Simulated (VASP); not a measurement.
# WSe2 in VASP: notebook

Runs on WSe2. Level: PBEsol. Tasks: single point.

Program: VASP 6.6.1. These are calculated values, not measurements. Logs are shortened: lines on timing, memory, paths and dates and some standing lists are left out, and cuts for length are marked.

## Step 1: The cell of the first run

The cell holds a slab with vacuum, 3 atoms: a = 3.172 Å, b = 3.172 Å, c = 16.161 Å, α = 90.00°, β = 90.00°, γ = 120.00°.

## Step 2: Single point, PBEsol (strain -0.030 along x and y, -0.030 along z)

The input, INCAR:

```
SYSTEM = WSe2
PREC = Accurate
ENCUT = 520
EDIFF = 1E-7
ISMEAR = 0
SIGMA = 0.05
LREAL = .False.
LASPH = .True.
NELM = 100
ALGO = Normal
ISIF = 2
LWAVE = .False.
LCHARG = .False.
GGA = PS
NBANDS = 20
```

The input, KPOINTS:

```
regular mesh
0
Gamma
  12 12 2
  0 0 0
```

The input, POSCAR:

```
WSe2
1.0
    3.1721450981      0.0000000000      0.0000000000
   -1.5860725490      2.7471582394      0.0000000000
    0.0000000000      0.0000000000     16.1613805619
W Se
1 2
Direct
    0.0000000000      0.0000000000      0.0000000000
    0.3333333333      0.6666666667      0.1003992715
    0.3333333333      0.6666666667      0.8996007285
```

Potentials or basis: VASP PAW PBE potentials, release 64 (W_sv, Se).

Run with:

```console
$ cat potpaw_PBE.64/W_sv/POTCAR potpaw_PBE.64/Se/POTCAR > POTCAR
$ mpirun -np 1 vasp_std > vasp.out
```

OUTCAR:

```text
SYSTEM = WSe2
   PREC = Accurate
   ENCUT = 520
   EDIFF = 1E-7
   ISMEAR = 0
   LREAL = .False.
   LASPH = .True.
   NELM = 100
   ISIF = 2
   GGA = PS

 ion  position               nearest neighbor table
   1  0.000  0.000  0.000-   2 2.45   3 2.45   2 2.45   3 2.45   2 2.45   3 2.45
   2  0.333  0.667  0.100-   1 2.45   1 2.45   1 2.45
   3  0.333  0.667  0.900-   1 2.45   1 2.45   1 2.45

  LATTYP: Found a hexagonal cell.
 ALAT       =     3.1721450981
 C/A-ratio  =     5.0947797349

  Lattice vectors:

 A1 = (   3.1721450981,   0.0000000000,   0.0000000000)
 A2 = (  -1.5860725490,   2.7471582394,   0.0000000000)
 A3 = (   0.0000000000,   0.0000000000,  16.1613805619)

Analysis of symmetry for initial positions (statically):
=====================================================================
 Subroutine PRICEL returns:
 Original cell was already a primitive cell.

 Routine SETGRP: Setting up the symmetry group for a
 hexagonal supercell.

 Subroutine GETGRP returns: Found 12 space group operations
 (whereof 12 operations were pure point group operations)
 out of a pool of 24 trial point group operations.

The static configuration has the point symmetry D_3h.

Analysis of symmetry for dynamics (positions and initial velocities):
=====================================================================
 Subroutine PRICEL returns:
 Original cell was already a primitive cell.

 Routine SETGRP: Setting up the symmetry group for a
 hexagonal supercell.

 Subroutine GETGRP returns: Found 12 space group operations
 (whereof 12 operations were pure point group operations)
 out of a pool of 24 trial point group operations.

The dynamic configuration has the point symmetry D_3h.

 Subroutine INISYM returns: Found 12 space group operations
 (whereof 12 operations are pure point group operations),
 and found     1 'primitive' translations

----------------------------------------------------------------------------------------

                                     Primitive cell

  volume of cell :     140.8365

  direct lattice vectors                    reciprocal lattice vectors
     3.172145098  0.000000000  0.000000000     0.315244092  0.182006261  0.000000000
    -1.586072549  2.747158239  0.000000000     0.000000000  0.364012522  0.000000000
     0.000000000  0.000000000 16.161380562     0.000000000  0.000000000  0.061875902

  length of vectors
     3.172145098  3.172145098 16.161380562     0.364012522  0.364012522  0.061875902

  position of ions in fractional coordinates (direct lattice)
     0.000000000  0.000000000  0.000000000
     0.333333333  0.666666667  0.100399272
     0.333333333  0.666666667  0.899600728

  ion indices of the primitive-cell ions
   primitive index   ion index
                 1           1
                 2           2
                 3           3

----------------------------------------------------------------------------------------

 KPOINTS: regular mesh

Automatic generation of k-mesh.
 Grid dimensions read from file:
 generate k-points for:   12   12    2

 Generating k-lattice:

  Cartesian coordinates                     Fractional coordinates (reciprocal lattice)
     0.026270341  0.015167188  0.000000000     0.083333333  0.000000000  0.000000000
     0.000000000  0.030334377  0.000000000     0.000000000  0.083333333  0.000000000
     0.000000000  0.000000000  0.030937951     0.000000000  0.000000000  0.500000000

  Length of vectors
     0.030334377  0.030334377  0.030937951

  Shift w.r.t. Gamma in fractional coordinates (k-lattice)
     0.000000000  0.000000000  0.000000000

 Subroutine IBZKPT returns following result:
 ===========================================

 Found     38 irreducible k-points:

 Following reciprocal coordinates:
            Coordinates               Weight
  0.000000  0.000000  0.000000      1.000000
  0.083333 -0.000000  0.000000      6.000000
  0.166667 -0.000000  0.000000      6.000000
  0.250000  0.000000  0.000000      6.000000
  0.333333  0.000000  0.000000      6.000000
  0.416667  0.000000  0.000000      6.000000
[... 16 lines left out ...]
  0.250000  0.000000  0.500000      6.000000
  0.333333  0.000000  0.500000      6.000000
 [... further k-points ...]
   k-points           NKPTS =     38   k-points in BZ     NKDIM =     38   number of bands    NBANDS=     20
   number of dos      NEDOS =    301   number of ions     NIONS =      3
   total plane-waves  NPLWV =  69120
   dimension x,y,z NGX =    24 NGY =   24 NGZ =  120
   dimension x,y,z NGXF=    48 NGYF=   48 NGZF=  240
   ions per type =               1   2
   NGX,Y,Z   is equivalent  to a cutoff of  12.58, 12.58, 12.34 a.u.
   NGXF,Y,Z  is equivalent  to a cutoff of  25.16, 25.16, 24.69 a.u.
 SYSTEM =  WSe2
   PREC   = accura    normal or accurate (medium, high low for compatibility)
   ISTART =      0    job   : 0-new  1-cont  2-samecut
   ICHARG =      2    charge: 1-file 2-atom 10-const
   ISPIN  =      1    spin polarized calculation?
   LNONCOLLINEAR =      F non collinear calculations
   LSORBIT =      F    spin-orbit coupling
   LASPH  =      T    aspherical Exc in radial PAW
   ENCUT  =  520.0 eV  38.22 Ry    6.18 a.u.   5.90  5.90 30.05*2*pi/ulx,y,z
   NELM   =    100;   NELMIN=  2; NELMDL= -5     # of ELM steps
   EDIFF  = 0.1E-06   stopping-criterion for ELM
   LREAL  =      F    real-space projection
   EDIFFG = 0.1E-05   stopping-criterion for IOM
   NSW    =      0    number of steps for IOM
   IBRION =     -1    ionic relax: 0-MD 1-quasi-New 2-CG
   NFREE  =      0    steps in history (QN), initial steepest desc. (CG)
   ISIF   =      2    stress and relaxation
   ISYM   =      2    0-nonsym 1-usesym 2-fastsym
   POTIM  = 0.5000    time-step for ionic-motion
   TEBEG  =    0.0;   TEEND  =   0.0 temperature during run
   PSTRESS=    0.0 pullay stress
   NELECT =      26.0000    total number of electrons
   NUPDOWN=      -1.0000    fix difference up-down
   EMIN   =  10.00;   EMAX   =-10.00  energy-range for DOS
   EFERMI =   0.00;   METHOD = LEGACY
   ISMEAR =     0;   SIGMA  =   0.05  broadening in eV -4-tet -1-fermi 0-gaus
   EFERMI_NEDOS =   21; number of points for ismear=-14 and -15
   IALGO  =     38    algorithm
   IMIX   =      4    mixing-type and parameters
     AMIX     =   0.40;   BMIX     =  1.00
     AMIX_MAG =   1.60;   BMIX_MAG =  1.00
  volume/ion in A,a.u.               =      46.95       316.80
  Fermi-wavevector in a.u.,A,eV,Ry     =   0.932168  1.761542 11.822610  0.868937
  Thomas-Fermi vector in A             =   2.058738
   LORBIT       =      0    0 simple, 1 ext, 2 COOP (PROOUT), +10 PAW based schemes
   GGA     = PS    functional components
   LHFCALC =     F    Hartree Fock is set to
   AEXX    =    0.0000 exact exchange contribution
   IVDW    =     0    specifies the selected vdW correction
   LEPSILON=     F    determine dielectric tensor
   LRPA    =     F    only Hartree local field effects (RPA)
 non-spin polarized calculation
 Gauss-broadening in eV      SIGMA  =   0.05
  energy-cutoff  :      520.00
  volume of cell :      140.84
 maximum number of plane-waves:      3824
 NGX is ok and might be reduce to    24
   NGX = 11   NGY = 11   NGZ = 61

 number of electron      25.9999999 magnetization

 Free energy of the ion-electron system (eV)
  ---------------------------------------------------
  ext. energy  EPLUGINS =         0.00000000
  ---------------------------------------------------
  free energy    TOTEN  =       -22.97672758 eV

  energy without entropy =      -22.97672758  energy(sigma->0) =      -22.97672758

 E-fermi :  -0.0545     XC(G=0):  -5.0786

 val. band max:       -0.4701536373   @ k =   0.3333   0.3333   0.5000
 cond. band min:       1.3823651962   @ k =   0.1667   0.1667   0.0000
 fundamental gap:      1.8525188334
 Fermi energy:        -0.0544650761

 k-point     1 :       0.0000    0.0000    0.0000
  band No.  band energies     occupation
      1     -74.1553      2.00000
      2     -38.5470      2.00000
      3     -38.3016      2.00000
      4     -38.3016      2.00000
      5     -15.9272      2.00000
      6     -14.3511      2.00000
[... 12 lines left out ...]
     19       4.5960      0.00000
     20       5.2116      0.00000

 k-point     2 :       0.0833   -0.0000    0.0000
  band No.  band energies     occupation
      1     -74.1540      2.00000
      2     -38.5420      2.00000
      3     -38.3266      2.00000
      4     -38.3073      2.00000
      5     -15.8013      2.00000
      6     -14.2936      2.00000
[... 12 lines left out ...]
     19       4.7470      0.00000
     20       5.6710      0.00000

 k-point     3 :       0.1667   -0.0000    0.0000
  band No.  band energies     occupation
      1     -74.1506      2.00000
      2     -38.5281      2.00000
      3     -38.3945      2.00000
      4     -38.3228      2.00000
      5     -15.4399      2.00000
      6     -14.1285      2.00000
[... 12 lines left out ...]
     19       5.1718      0.00000
     20       6.2481      0.00000

 k-point     4 :       0.2500    0.0000    0.0000
  band No.  band energies     occupation
      1     -74.1460      2.00000
      2     -38.5091      2.00000
      3     -38.4859      2.00000
      4     -38.3440      2.00000
      5     -14.8931      2.00000
      6     -13.8810      2.00000
[... 12 lines left out ...]
     19       5.8033      0.00000
     20       6.6750      0.00000

 k-point     5 :       0.3333    0.0000    0.0000
  band No.  band energies     occupation
      1     -74.1414      2.00000
      2     -38.5759      2.00000
      3     -38.4901      2.00000
      4     -38.3651      2.00000
      5     -14.2554      2.00000
      6     -13.6005      2.00000
[... 12 lines left out ...]
     19       6.4109      0.00000
     20       6.5816      0.00000
[... 353 lines left out ...]
      6     -14.2936      2.00000
[... 12 lines left out ...]
     19       4.6012      0.00000
     20       6.0326      0.00000

 k-point    22 :       0.1667   -0.0000    0.5000
  band No.  band energies     occupation
      1     -74.1506      2.00000
      2     -38.5281      2.00000
      3     -38.3945      2.00000
      4     -38.3228      2.00000
      5     -15.4399      2.00000
      6     -14.1285      2.00000
[... 12 lines left out ...]
     19       5.0390      0.00000
     20       6.5548      0.00000

 k-point    23 :       0.2500    0.0000    0.5000
  band No.  band energies     occupation
      1     -74.1460      2.00000
      2     -38.5091      2.00000
      3     -38.4859      2.00000
      4     -38.3440      2.00000
      5     -14.8931      2.00000
      6     -13.8810      2.00000
[... 12 lines left out ...]
     19       5.5598      0.00000
     20       7.0962      0.00000

 k-point    24 :       0.3333    0.0000    0.5000
  band No.  band energies     occupation
      1     -74.1414      2.00000
      2     -38.5759      2.00000
      3     -38.4901      2.00000
      4     -38.3651      2.00000
      5     -14.2554      2.00000
      6     -13.6005      2.00000
[... 12 lines left out ...]
     19       6.2668      0.00000
     20       6.7058      0.00000

 [... further k-points ...]
[... 5 lines left out ...]
  --------------------------------------------------------------------------------------
  -------------------------------------------------------------------------------------
  Total        5.4220474      5.4220474      6.1696729      0.0000000      0.0000000      0.0000000
  in kB       61.6820379     61.6820379     70.1871401      0.0000000      0.0000000      0.0000000
  external PRESSURE =      64.5170720 kB  Pullay stress =       0.0000000 kB

 VOLUME and BASIS-vectors are now :
 -----------------------------------------------------------------------------
  energy-cutoff  :      520.00
  volume of cell :      140.84
      direct lattice vectors                 reciprocal lattice vectors
     3.172145098  0.000000000  0.000000000     0.315244092  0.182006261  0.000000000
    -1.586072549  2.747158239  0.000000000     0.000000000  0.364012522  0.000000000
     0.000000000  0.000000000 16.161380562     0.000000000  0.000000000  0.061875902

 POSITION                                       TOTAL-FORCE (eV/Angst)
 -----------------------------------------------------------------------------------
      0.00000      0.00000      0.00000        -0.000000      0.000000      0.000000
     -0.00000      1.83144      1.62259         0.000000     -0.000000      1.904551
     -0.00000      1.83144     14.53879         0.000000     -0.000000     -1.904551
 -----------------------------------------------------------------------------------
    total drift:                                0.000000     -0.000000     -0.000000

  FREE ENERGIE OF THE ION-ELECTRON SYSTEM (eV)
  ---------------------------------------------------
  free  energy   TOTEN  =       -22.9767275833 eV

  energy  without entropy=      -22.9767275833  energy(sigma->0) =      -22.97672758
```

It took 3.3 min on 1 thread of AMD EPYC 7R13, shared host; peak memory 0.27 GiB.

What came out:

| Quantity | Value |
| --- | --- |
| Free energy | -22.9767 eV |
| Largest force | 1.905 eV/Å |
| Band gap on the k mesh | 1.85 eV (least direct gap 1.92 eV) |

Forces in eV/Å, atoms in the order of the input:
```
W    0.000  0.000  0.000
Se   0.000  0.000  1.905
Se   0.000  0.000 -1.905
```

Caveat: the cell differs from its parent crystal (strain -0.030 along x and y, -0.030 along z); there is no dipole correction, which matters where the two faces differ; the PAW data sets were made with another functional, which shifts forces and pressure a little; spin-orbit coupling is left out, which moves the levels of the heavy elements.

(Part 1 of 2 ends here.)
